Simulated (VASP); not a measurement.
Wanted: the native input for a VASP 6.6.1 run.

* Task: relaxation of cell and atoms
* Functional: r2SCAN
* Potentials or basis: VASP PAW PBE potentials, release 64 (B, As)
* Cutoff: 600 eV
* k mesh: 10 × 10 × 10
* Occupations: gaussian, width 0.01 eV
* Spin: no spin polarisation
* Dipole correction: no
* Further INCAR settings: ALGO = Normal; EDIFF = 1e-06; IBRION = 2; EDIFFG = -0.001; NSW = 80; ISIF = 3

BAs:

```
B As
1.0
     0.00000    2.39192    2.39192
     2.39192    0.00000    2.39192
     2.39192    2.39192    0.00000
B As
1 1
Cartesian
  0.0000 0.0000 0.0000
  1.1960 1.1960 1.1960
```

One way to write it, as run:

POSCAR

```
BAs
1.0
    0.0000000000      2.3919171773      2.3919171773
    2.3919171773      0.0000000000      2.3919171773
    2.3919171773      2.3919171773      0.0000000000
B As
1 1
Direct
    0.0000000000      0.0000000000      0.0000000000
    0.2500000000      0.2500000000      0.2500000000
```

INCAR.step1

```
  PREC = Accurate
  ENCUT = 600
  ISMEAR = 0
  SIGMA = 0.01
  LREAL = False
  LASPH = True
  NELM = 100
  GGA = PE
  ALGO = Normal
  EDIFF = 1E-4
  LWAVE = True
  LCHARG = False
```

INCAR.step2

```
  PREC = Accurate
  ENCUT = 600
  EDIFF = 1E-6
  ISMEAR = 0
  SIGMA = 0.01
  LREAL = False
  LASPH = True
  NELM = 100
  ALGO = Normal
  ISIF = 3
  LWAVE = False
  LCHARG = False
  METAGGA = R2SCAN
  LMIXTAU = True
  IBRION = 2
  NSW = 80
  EDIFFG = -0.001
  ISTART = 1
```

KPOINTS

```
regular mesh
0
Gamma
  10 10 10
```

Potentials or basis: VASP PAW PBE potentials, release 64 (B, As).

Run with:

```console
$ cat potpaw_PBE.64/B/POTCAR potpaw_PBE.64/As/POTCAR > POTCAR
$ cp INCAR.step1 INCAR
$ mpirun -np 1 vasp_std > vasp.out
$ cp INCAR.step2 INCAR
$ mpirun -np 1 vasp_std > vasp.out
```

It gave:

* Relaxed volume: 13.71 Å³/atom
* Relaxed cell: a = 3.384 Å, b = 3.384 Å, c = 3.384 Å, α = 60.00°, β = 60.00°, γ = 60.00°
* Space group after relaxing (to 0.05 Å): F-43m (No. 216)
* Energy gained by relaxing: 0.0 meV/atom
* Ionic steps: 3
* Pressure after relaxing: 0.0 GPa
* Band gap on the k mesh: 1.38 eV, indirect (least direct gap 3.44 eV)

Caveat: the PAW data sets were made with another functional, which shifts forces and pressure a little.

Run time: 74 s on 1 thread of AMD EPYC 9R45 96-Core Processor (Zen 5), with other jobs on the host, peak memory 0.15 GiB.
